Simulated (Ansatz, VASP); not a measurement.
## Two plane-wave programs on AlN

```
Al N
1.0
    -1.65675    2.86957    0.00000
     0.00000    0.00000    4.18746
     4.97025    2.86957    0.00000
Al N
4 4
Direct
  0.36827 0.75000 0.12276
  0.00000 0.75000 0.66667
  0.00000 0.25000 0.33333
  0.50000 0.25000 0.83333
  0.50000 0.25000 0.16667
  0.00000 0.25000 0.66667
  0.00000 0.75000 0.33333
  0.50000 0.75000 0.83333
```

Alike in both runs: task single point; functional PBE; k mesh 8 × 6 × 4; occupations gaussian, width 0.05 eV; no spin polarisation.

```csv
,VASP,Ansatz
version,VASP 6.6.1,Ansatz 0.2.0
potentials or method,"VASP PAW PBE potentials, release 64 (Al, N), cutoff 520 eV","scalar-relativistic, plane waves, PAW"
valence electrons in the cell,32,32
```

```tsv
	VASP	Ansatz	Ansatz less VASP
gap on the k mesh at the Fermi level (eV)	2.56	2.55	-0.004
least direct gap on the mesh (eV)	2.56	2.55	-0.004
pressure (GPa)	6.0	6.1	+0.11
traceless stress, the component that is largest in VASP (GPa)	12.41	12.34	-0.064
rms of the force components (eV/Å)	1.447	1.438	-0.0092
```

Atom by atom the forces differ by 0.011 eV/Å (rms over components). The functional is the same, so the differences come from potentials, cutoffs and numerics.
